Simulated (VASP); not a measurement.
# Cd (Pm-3m) in VASP: notebook

Cd is run at these levels: r2SCAN; tasks: single point, relaxation of cell and atoms.

Everything below comes from runs of VASP 6.6.1. Logs are shortened: lines on timing, memory, paths and dates and some standing lists are left out, and cuts for length are marked.

## 1. The cell of the first run

It takes space group Pm-3m (No. 221, cubic). The conventional cell has a = 2.828 Å, b = 2.828 Å, c = 2.828 Å, α = 90.00°, β = 90.00°, γ = 90.00°. Within 3.7 Å of Cd (site symmetry m-3m) lie 6 Cd at 2.83 Å.

This isn't the form of Cd at room conditions, which is hcp.

## 2. Single point, r2SCAN

Contents of POSCAR:

```
Cd
1.0
    2.8282114368      0.0000000000      0.0000000000
    0.0000000000      2.8282114368      0.0000000000
    0.0000000000      0.0000000000      2.8282114368
Cd
1
Direct
    0.0000000000      0.0000000000      0.0000000000
```

Contents of INCAR.step1:

```
SYSTEM = Cd
PREC = Accurate
ENCUT = 520
ISMEAR = 0
SIGMA = 0.1
LREAL = .False.
LASPH = .True.
NELM = 80
NBANDS = 12
GGA = PE
ALGO = Normal
EDIFF = 1E-4
LWAVE = .True.
LCHARG = .False.
```

Contents of INCAR.step2:

```
SYSTEM = Cd
PREC = Accurate
ENCUT = 520
EDIFF = 1E-6
ISMEAR = 0
SIGMA = 0.1
LREAL = .False.
LASPH = .True.
NELM = 80
ALGO = Normal
ISIF = 2
LWAVE = .False.
LCHARG = .False.
METAGGA = R2SCAN
LMIXTAU = .True.
NBANDS = 12
ISTART = 1
```

Contents of KPOINTS:

```
regular mesh
0
Gamma
  6 6 6
  0 0 0
```

Potentials or basis: VASP PAW PBE potentials, release 64 (Cd).

Launch:

```sh
$ cat potpaw_PBE.64/Cd/POTCAR > POTCAR
$ cp INCAR.step1 INCAR
$ mpirun -np 1 vasp_std > vasp.out
$ cp INCAR.step2 INCAR
$ mpirun -np 1 vasp_std > vasp.out
```

OUTCAR:

```text
SYSTEM = Cd
   PREC = Accurate
   ENCUT = 520
   EDIFF = 1E-6
   ISMEAR = 0
   LREAL = .False.
   LASPH = .True.
   NELM = 80
   ISIF = 2
   METAGGA = R2SCAN
   ISTART = 1

 ion  position               nearest neighbor table
   1  0.000  0.000  0.000-

  LATTYP: Found a simple cubic cell.
 ALAT       =     2.8282114368

  Lattice vectors:

 A1 = (   2.8282114368,   0.0000000000,   0.0000000000)
 A2 = (   0.0000000000,   2.8282114368,   0.0000000000)
 A3 = (   0.0000000000,   0.0000000000,   2.8282114368)

Analysis of symmetry for initial positions (statically):
=====================================================================
 Subroutine PRICEL returns:
 Original cell was already a primitive cell.

 Routine SETGRP: Setting up the symmetry group for a
 simple cubic supercell.

 Subroutine GETGRP returns: Found 48 space group operations
 (whereof 48 operations were pure point group operations)
 out of a pool of 48 trial point group operations.

The static configuration has the point symmetry O_h .

Analysis of symmetry for dynamics (positions and initial velocities):
=====================================================================
 Subroutine PRICEL returns:
 Original cell was already a primitive cell.

 Routine SETGRP: Setting up the symmetry group for a
 simple cubic supercell.

 Subroutine GETGRP returns: Found 48 space group operations
 (whereof 48 operations were pure point group operations)
 out of a pool of 48 trial point group operations.

The dynamic configuration has the point symmetry O_h .

 Subroutine INISYM returns: Found 48 space group operations
 (whereof 48 operations are pure point group operations),
 and found     1 'primitive' translations

----------------------------------------------------------------------------------------

                                     Primitive cell

  volume of cell :      22.6222

  direct lattice vectors                    reciprocal lattice vectors
     2.828211437  0.000000000  0.000000000     0.353580354  0.000000000  0.000000000
     0.000000000  2.828211437  0.000000000     0.000000000  0.353580354  0.000000000
     0.000000000  0.000000000  2.828211437     0.000000000  0.000000000  0.353580354

  length of vectors
     2.828211437  2.828211437  2.828211437     0.353580354  0.353580354  0.353580354

  position of ions in fractional coordinates (direct lattice)
     0.000000000  0.000000000  0.000000000

  ion indices of the primitive-cell ions
[... 76 lines left out ...]
   ISYM   =      2    0-nonsym 1-usesym 2-fastsym
   POTIM  = 0.5000    time-step for ionic-motion
   TEBEG  =    0.0;   TEEND  =   0.0 temperature during run
   PSTRESS=    0.0 pullay stress
   NELECT =      12.0000    total number of electrons
   NUPDOWN=      -1.0000    fix difference up-down
   EMIN   =  10.00;   EMAX   =-10.00  energy-range for DOS
   EFERMI =   0.00;   METHOD = LEGACY
   ISMEAR =     0;   SIGMA  =   0.10  broadening in eV -4-tet -1-fermi 0-gaus
   EFERMI_NEDOS =   21; number of points for ismear=-14 and -15
   IALGO  =     38    algorithm
   IMIX   =      4    mixing-type and parameters
     AMIX     =   0.40;   BMIX     =  1.00
     AMIX_MAG =   1.60;   BMIX_MAG =  1.00
  volume/ion in A,a.u.               =      22.62       152.66
  Fermi-wavevector in a.u.,A,eV,Ry     =   1.325226  2.504315 23.894888  1.756225
  Thomas-Fermi vector in A             =   2.454703
   LORBIT       =      0    0 simple, 1 ext, 2 COOP (PROOUT), +10 PAW based schemes
   METAGGA = R2SCAN    functional components
   LHFCALC =     F    Hartree Fock is set to
   AEXX    =    0.0000 exact exchange contribution
   IVDW    =     0    specifies the selected vdW correction
   LEPSILON=     F    determine dielectric tensor
   LRPA    =     F    only Hartree local field effects (RPA)
 non-spin polarized calculation
 Gauss-broadening in eV      SIGMA  =   0.10
  energy-cutoff  :      520.00
  volume of cell :       22.62
 maximum number of plane-waves:       624
 NGX is ok and might be reduce to    24
   NGX = 11   NGY = 11   NGZ = 11

 number of electron      12.0000004 magnetization

 Free energy of the ion-electron system (eV)
  ---------------------------------------------------
  ext. energy  EPLUGINS =         0.00000000
  ---------------------------------------------------
  free energy    TOTEN  =       -19.89778877 eV

  energy without entropy =      -19.89574547  energy(sigma->0) =      -19.89676712

 E-fermi :   2.2113     XC(G=0): -11.3818

 val. band max:        2.0556937811   @ k =   0.5000   0.3333   0.1667
 cond. band min:       2.2976830781   @ k =   0.5000   0.3333   0.0000
 fundamental gap:      0.2419892971
 Fermi energy:         2.2113477804

 k-point     1 :       0.0000    0.0000    0.0000
  band No.  band energies     occupation
      1      -8.0684      2.00000
      2      -8.0684      2.00000
      3      -6.3220      2.00000
      4      -6.1546      2.00000
      5      -6.1546      2.00000
      6      -6.1546      2.00000
      7      13.7715      0.00000
      8      13.7715      0.00000
      9      13.7715      0.00000
     10      17.6999      0.00000
     11      17.6999      0.00000
     12      19.2052      0.00000
[... 271 lines left out ...]
 k-point    20 :       0.5000    0.5000    0.5000
  band No.  band energies     occupation
      1      -7.5727      2.00000
      2      -7.5727      2.00000
      3      -7.5727      2.00000
      4      -5.6075      2.00000
      5      -5.6075      2.00000
      6       7.7085      0.00000
      7       7.7085      0.00000
      8       7.7085      0.00000
      9      11.6623      0.00000
     10      12.4122      0.00000
     11      13.1200      0.00000
     12      13.1200      0.00000

------------------------ aborting loop because EDIFF is reached ----------------------------------------

  FORCE on cell =-STRESS in cart. coord.  units (eV):
  Direction    XX          YY          ZZ          XY          YZ          ZX
  --------------------------------------------------------------------------------------
  -------------------------------------------------------------------------------------
  Total        1.2215433      1.2215433      1.2215433      0.0000000      0.0000000     -0.0000000
  in kB       86.5134909     86.5134909     86.5134909      0.0000000      0.0000000     -0.0000000
  external PRESSURE =      86.5134909 kB  Pullay stress =       0.0000000 kB

 VOLUME and BASIS-vectors are now :
 -----------------------------------------------------------------------------
  energy-cutoff  :      520.00
  volume of cell :       22.62
      direct lattice vectors                 reciprocal lattice vectors
     2.828211437  0.000000000  0.000000000     0.353580354  0.000000000  0.000000000
     0.000000000  2.828211437  0.000000000     0.000000000  0.353580354  0.000000000
     0.000000000  0.000000000  2.828211437     0.000000000  0.000000000  0.353580354

 POSITION                                       TOTAL-FORCE (eV/Angst)
 -----------------------------------------------------------------------------------
      0.00000      0.00000      0.00000         0.000000      0.000000      0.000000
 -----------------------------------------------------------------------------------
    total drift:                                0.000000     -0.000000      0.000000

  FREE ENERGIE OF THE ION-ELECTRON SYSTEM (eV)
  ---------------------------------------------------
  free  energy   TOTEN  =       -19.8977887711 eV

  energy  without entropy=      -19.8957454716  energy(sigma->0) =      -19.89676712
```

OUTCAR.step1:

```text
SYSTEM = Cd
   PREC = Accurate
   ENCUT = 520
   ISMEAR = 0
   LREAL = .False.
   LASPH = .True.
   NELM = 80
[... 510 lines left out ...]
 -----------------------------------------------------------------------------------
      0.00000      0.00000      0.00000         0.000000      0.000000      0.000000
 -----------------------------------------------------------------------------------
    total drift:                                0.000000      0.000000      0.000000

  FREE ENERGIE OF THE ION-ELECTRON SYSTEM (eV)
  ---------------------------------------------------
  free  energy   TOTEN  =        -0.5369767386 eV

  energy  without entropy=       -0.5346445193  energy(sigma->0) =       -0.53581063
```

OSZICAR.step1:

```text
N       E                     dE             d eps       ncg     rms          rms(c)
DAV:   1     0.711841664724E+02    0.71184E+02   -0.67369E+03   496   0.981E+02
DAV:   2     0.727155068290E+00   -0.70457E+02   -0.65715E+02   532   0.237E+02
DAV:   3    -0.585416999320E+00   -0.13126E+01   -0.13119E+01   572   0.367E+01
DAV:   4    -0.587284589675E+00   -0.18676E-02   -0.18675E-02   528   0.134E+00
DAV:   5    -0.587289248428E+00   -0.46588E-05   -0.46587E-05   412   0.696E-02    0.326E+00
DAV:   6    -0.541643026596E+00    0.45646E-01   -0.11311E-01   560   0.419E+00    0.248E+00
DAV:   7    -0.537453026782E+00    0.41900E-02   -0.99257E-03   540   0.102E+00    0.116E+00
DAV:   8    -0.536962698960E+00    0.49033E-03   -0.10865E-03   504   0.438E-01    0.396E-02
DAV:   9    -0.536976738566E+00   -0.14040E-04   -0.50045E-06   280   0.197E-02
   1 F= -.53697674E+00 E0= -.53581063E+00  d E =-.233222E-02
```

Wall time 10 s (1 thread of Intel Xeon Platinum 8488C (Sapphire Rapids), shared host); peak memory 0.14 GiB.

What came out:

```
Free energy            : -19.8978 eV
Pressure               : 8.7 GPa
Band gap on the k mesh : zero (bands 6 and 7 overlap by 7.90 eV)
```

Caveat: the k points lie up to 0.37 Å⁻¹ apart, too coarse for converged energies and pressures of a metal; the PAW data sets were made with another functional, which shifts forces and pressure a little.

(Part 1 of 2 ends here.)

The gap in the log of VASP goes by the Fermi energy; the results here count the filled bands.